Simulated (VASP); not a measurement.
Here is a VASP 6.6.1 calculation.

File INCAR:

```
ALGO = Normal ; EDIFF = 1E-6
ENCUT = 500 ; GGA = PS
GGA_COMPAT = F ; ISIF = 2
ISMEAR = -1 ; ISYM = -1
LASPH = T ; LCHARG = F
LREAL = Auto ; LWAVE = F
NBANDS = 126 ; NELECT = 206.0
NELM = 120 ; PREC = Accurate
SIGMA = 0.05
```

KPOINTS

```
explicit points
1
Reciprocal
  0.25000000   0.25000000   0.25000000 1
```

POSCAR

```
ZnCd3Si4P8
1.0
   11.1432480000     -0.0000590000     -0.0000240000
   -0.0000300000      5.5716240000     -0.0000120000
   -0.0000220000     -0.0000220000     10.4867670000
Cd Zn Si P
6 2 8 16
Direct
    0.9968300000      0.9906180000      0.9994470000
    0.9987700000      0.5021820000      0.2491920000
    0.5030030000      0.4993620000      0.2514020000
    0.2523840000      0.9984920000      0.7501020000
    0.2477820000      0.4971790000      0.4976740000
    0.7510920000      0.4975630000      0.5013200000
    0.4998640000      0.0000620000      0.0013580000
    0.7505520000      0.0009560000      0.7509100000
    0.0024690000      0.0046530000      0.5009600000
    0.4971210000      0.0069280000      0.5003880000
    0.2498380000      0.0009950000      0.2499980000
    0.7517610000      0.0067900000      0.2504930000
    0.2463770000      0.4982650000      0.9986000000
    0.7514910000      0.4927460000      0.0043680000
    0.9995030000      0.5088620000      0.7515020000
    0.4983230000      0.5015410000      0.7502000000
    0.1396370000      0.2470110000      0.1244100000
    0.6437810000      0.2495630000      0.1228060000
    0.1072560000      0.2522060000      0.6234190000
    0.6041090000      0.2487900000      0.6263980000
    0.3577160000      0.7533580000      0.1237720000
    0.8552150000      0.7479530000      0.1272680000
    0.3763910000      0.2111450000      0.3731740000
    0.8740230000      0.2087260000      0.3726780000
    0.1252040000      0.7910910000      0.3755410000
    0.6245010000      0.7875640000      0.3775030000
    0.1262130000      0.7143070000      0.8741900000
    0.6234060000      0.7212790000      0.8739260000
    0.3901190000      0.7434800000      0.6264830000
    0.8931560000      0.7484900000      0.6233220000
    0.3773330000      0.2876970000      0.8743120000
    0.8770490000      0.2830270000      0.8756890000
```

Potentials or basis: VASP PAW PBE potentials, release 64 (Cd, Zn, Si, P).

The run is started by

```bash
$ cat potpaw_PBE.64/Cd/POTCAR potpaw_PBE.64/Zn/POTCAR potpaw_PBE.64/Si/POTCAR potpaw_PBE.64/P/POTCAR > POTCAR
$ mpirun -np 1 vasp_std > vasp.out
```

Problem. Predict the largest force.

Solution. 1.196 eV/Å.

Forces on the atoms (eV/Å):
```
Cd   0.161  0.110  0.041
Cd   0.149  0.069  0.205
Cd  -0.164  0.224 -0.169
Cd  -0.127  0.322  0.043
Cd   0.225  0.106 -0.085
Cd  -0.092 -0.058 -0.053
Zn  -0.014  0.033 -0.120
Zn  -0.010 -0.003 -0.017
Si  -0.364 -0.228 -0.043
Si   0.215 -0.739  0.312
Si   0.004  0.022 -0.143
Si  -0.673 -0.631 -0.117
Si   0.644  0.031  0.329
Si  -0.104  0.767 -0.911
Si   0.000 -0.446 -0.133
Si   0.405  0.265  0.156
P    0.435 -0.068 -0.031
P   -0.658 -0.944 -0.136
P   -0.354  0.051  0.467
P    0.563 -0.523  0.456
P    0.191  0.113 -0.545
P   -0.370 -0.047 -0.073
P   -0.312  0.064 -0.165
P    0.397  0.168  0.476
P   -0.042  0.064 -0.125
P    0.077  0.538 -0.054
P   -0.117 -0.158 -0.073
P    0.390  0.433  0.270
P    0.491  0.270 -0.562
P   -0.322  0.829  0.484
P    0.116 -0.547  0.865
P   -0.743 -0.088 -0.545
```

Caveat: the cell carries a net charge on a neutralising background, which shifts energy and pressure; the PAW data sets were made with another functional, which shifts forces and pressure a little.
